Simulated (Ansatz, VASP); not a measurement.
# ScCu in VASP and in Ansatz

File INCAR:

```
SYSTEM = ScCu
PREC = Accurate
ENCUT = 520
EDIFF = 1E-8
ISMEAR = -1
SIGMA = 0.05
LREAL = .False.
LASPH = .True.
NELM = 60
ALGO = Normal
ISIF = 2
LWAVE = .False.
LCHARG = .False.
GGA = CA
LEFG = .True.
NBANDS = 18
```

Contents of KPOINTS:

```
regular mesh
0
Gamma
  11 11 11
  0 0 0
```

POSCAR

```
ScCu
1.0
    3.2451102866      0.0000000000      0.0000000000
    0.0000000000      3.2451102866      0.0000000000
    0.0000000000      0.0000000000      3.2451102866
Sc Cu
1 1
Direct
    0.5000000000      0.5000000000      0.5000000000
    0.0000000000      0.0000000000      0.0000000000
```

Input for Ansatz:

```yaml
crystal:
  lattice:
    - [3.2451102866, 0.0, 0.0]
    - [0.0, 3.2451102866, 0.0]
    - [0.0, 0.0, 3.2451102866]
  atoms:
    - { symbol: Sc, position: [0.5, 0.5, 0.5] }
    - { symbol: Cu, position: [0.0, 0.0, 0.0] }
kpoints:
  mp_grid: { grid: [11, 11, 11] }
scf:
  occupations: { method: fermi_dirac, width: 0.05 }
hamiltonian:
  xc: lda
  pseudopotentials: { kind: all_electron, datasets: crystal }
output:
  forces: true
  stress: true
  eigenvalues: true
  efg: { contact_densities: true }
```

Change from the starting cell: volume scaled by 0.99, crystal datasets.

Alike in both runs: task electric field gradients; functional LDA; k mesh 11 × 11 × 11; occupations fermi-dirac, width 0.05 eV; no spin polarisation.

|  | VASP | Ansatz |
| --- | --- | --- |
| version | VASP 6.6.1 | Ansatz 0.2.0 |
| potentials or method | VASP PAW LDA potentials, release 64 (Sc_sv, Cu), cutoff 520 eV | all-electron PAW with datasets made for the crystal, scalar-relativistic |

VASP gave:

| Quantity | Value |
| --- | --- |
| pressure (GPa) | -6.4 |

Problem. Which values does Ansatz return?

Solution. Pressure (GPa): -6.8.

LDA's correlation is that of Perdew and Zunger in VASP and of Perdew and Wang (1992) in Ansatz. Ansatz ran all-electron here, and VASP with PAW potentials. Ansatz's warnings: printed levels off.
